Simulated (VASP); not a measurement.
A run of VASP 6.6.1 is set up as follows.

The input INCAR:

```
AGGAC = 1.0
AGGAX = 1.0
ALDAC = 0.0
ALDAX = 1.0
ALGO = Normal
EDIFF = 1E-6
ENCUT = 520
GGA = B5
ISIF = 2
ISMEAR = -1
LASPH = T
LCHARG = F
LREAL = F
LWAVE = F
NBANDS = 10
NELM = 60
PREC = Accurate
SIGMA = 0.1
```

The input KPOINTS:

```
k-points
0
Gamma
  18 18 18
```

POSCAR

```
Co
1.0
   -1.4402059652      1.4402059652      1.4402059652
    1.4402059652     -1.4402059652      1.4402059652
    1.4402059652      1.4402059652     -1.4402059652
Co
1
Direct
    0.0000000000      0.0000000000      0.0000000000
```

Potentials or basis: VASP PAW PBE potentials, release 64 (Co).

The run is started by

```sh
$ cat potpaw_PBE.64/Co/POTCAR > POTCAR
$ mpirun -np 1 vasp_std > vasp.out
```

Problem. What does it give for the pressure?

Solution. -13.1 GPa.

Caveat: the PAW data sets were made with another functional, which shifts forces and pressure a little; the run has no spin polarisation, though such a crystal can be magnetic. Spin polarisation is off, so any magnetic state and its effect on volume and gap are missing.
